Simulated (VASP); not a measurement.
A run of VASP 6.6.1:

INCAR

```
SYSTEM = TiTe2
PREC     = Accurate       ! precision mode
ENCUT    = 600            ! plane-wave cutoff, eV
EDIFF    = 1E-6           ! SCF threshold, eV
ISMEAR   = 0              ! smearing method
SIGMA    = 0.1            ! smearing width, eV
LREAL    = .FALSE.        ! projectors in reciprocal space
LASPH    = .TRUE.         ! aspherical terms in the spheres
NELM     = 100            ! most SCF steps
ALGO     = Normal         ! electronic algorithm
ISIF     = 4              ! what is computed and relaxed
LWAVE    = .FALSE.        ! write WAVECAR
LCHARG   = .FALSE.        ! write CHGCAR
GGA      = PE             ! functional
IVDW     = 12             ! dispersion correction
IBRION   = 2              ! ionic algorithm
NSW      = 50             ! ionic steps
EDIFFG   = -0.01          ! ionic threshold
```

File KPOINTS:

```
regular mesh
0
G
  15 15 8
  0 0 0
```

File POSCAR:

```
TiTe2
1.0
    3.7328841313      0.0000000000      0.0000000000
   -1.8664420656      3.2327724871      0.0000000000
    0.0000000000      0.0000000000      6.4460334427
Ti Te
1 2
Direct
    0.0000000000      0.0000000000      0.0000000000
    0.6666666667      0.3333333333      0.2711838255
    0.3333333333      0.6666666667      0.7288161745
```

Potentials or basis: VASP PAW PBE potentials, release 64 (Ti_sv, Te).

Launch:

```console
$ cat potpaw_PBE.64/Ti_sv/POTCAR potpaw_PBE.64/Te/POTCAR > POTCAR
$ mpirun -np 1 vasp_std > vasp.out
```

Hardware: 1 thread of Intel(R) Xeon(R) 6975P-C (Granite Rapids), with other jobs on the host.

Q: How long does it take, and how much memory?

A: Wall time 9.7 min on 1 thread of Intel(R) Xeon(R) 6975P-C (Granite Rapids), on a shared host, peak memory 0.46 GiB. Counts: scf iterations 56, k points 192, ion steps 8.
